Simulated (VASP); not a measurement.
Here is a VASP 6.6.1 calculation.

INCAR

```
SYSTEM = W
ALGO = Normal
EDIFF = 1E-6
ENCUT = 500
GGA = PS
GGA_COMPAT = .False.
ISIF = 2
ISMEAR = -1
LASPH = .True.
LCHARG = .True.
LELF = .True.
LREAL = .False.
LVHAR = .True.
LWAVE = .False.
NBANDS = 13
NELM = 120
PREC = Accurate
SIGMA = 0.15
```

File KPOINTS:

```
k-points
0
Gamma
  15 15 15
  0 0 0
```

Contents of POSCAR:

```
W
1.0
   -1.5772910861      1.5772910861      1.5772910861
    1.5772910861     -1.5772910861      1.5772910861
    1.5772910861      1.5772910861     -1.5772910861
W
1
Direct
    0.0000000000      0.0000000000      0.0000000000
```

Potentials or basis: VASP PAW PBE potentials, release 64 (W_sv).

Command:

```bash
$ cat potpaw_PBE.64/W_sv/POTCAR > POTCAR
$ mpirun -np 1 vasp_std > vasp.out
```

Task: Estimate the pressure.

Result: 0.6 GPa.

Task: Predict the band gap on the k mesh.

Result: Zero (bands 7 and 8 overlap by 5.97 eV).

Caveat: the PAW data sets were made with another functional, which shifts forces and pressure a little; spin-orbit coupling is left out, which moves the levels of the heavy elements.
